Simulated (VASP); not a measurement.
Set up this calculation in VASP 6.6.1, as the native input.

```yaml
Task: single point
Functional: r2SCAN
Potentials_or_basis: VASP PAW PBE potentials, release 64 (Li_sv, O)
Cutoff: 830 eV
k_mesh: 8 × 8 × 8
Occupations: gaussian, width 0.01 eV
Spin: no spin polarisation
Dipole_correction: no
Further_INCAR_settings: ALGO = Normal; EDIFF = 1e-06; NBANDS = 13
```

The system is Li2O.

```xyz
3
Lattice="2.2544 2.2544 0.0000 -2.2544 2.2544 0.0000 0.0000 2.2544 2.2544" Properties=species:S:1:pos:R:3 pbc="T T T"
Li   -1.1272    3.3816    1.1272
Li    1.1272    3.3816    1.1272
O     0.0000    0.0000    0.0000
```

The input as run:

POSCAR

```
Li2O
1.0
    2.2543760854      2.2543760854      0.0000000000
   -2.2543760854      2.2543760854      0.0000000000
    0.0000000000      2.2543760854      2.2543760854
Li O
2 1
Direct
    0.2500000000      0.7500000000      0.5000000000
    0.7500000000      0.2500000000      0.5000000000
    0.0000000000      0.0000000000      0.0000000000
```

INCAR.step1

```
ALGO = Normal
EDIFF = 1E-5
ENCUT = 830
GGA = PE
GGA_COMPAT = F
ISMEAR = 0
LASPH = T
LCHARG = F
LREAL = F
LWAVE = T
NBANDS = 13
NELM = 120
PREC = Accurate
SIGMA = 0.01
```

INCAR.step2

```
ALGO = Normal
EDIFF = 1E-6
ENCUT = 830
GGA_COMPAT = F
ISIF = 2
ISMEAR = 0
ISTART = 1
LASPH = T
LCHARG = T
LELF = T
LMIXTAU = T
LREAL = F
LVHAR = T
LWAVE = F
METAGGA = R2SCAN
NBANDS = 13
NELM = 120
PREC = Accurate
SIGMA = 0.01
```

KPOINTS

```
k-points
0
Gamma
  8 8 8
```

Potentials or basis: VASP PAW PBE potentials, release 64 (Li_sv, O).

Launch:

```console
$ cat potpaw_PBE.64/Li_sv/POTCAR potpaw_PBE.64/O/POTCAR > POTCAR
$ cp INCAR.step1 INCAR
$ mpirun -np 1 vasp_std > vasp.out
$ cp INCAR.step2 INCAR
$ mpirun -np 1 vasp_std > vasp.out
```

Results of the run:

```
Pressure               : 4.6 GPa
Band gap on the k mesh : 5.82 eV (least direct gap 6.72 eV)
```

Caveat: the cell stands under pressure; the PAW data sets were made with another functional, which shifts forces and pressure a little.

It took 2 min on 1 thread of Intel Xeon 8259CL, on a shared host, peak memory 0.17 GiB.
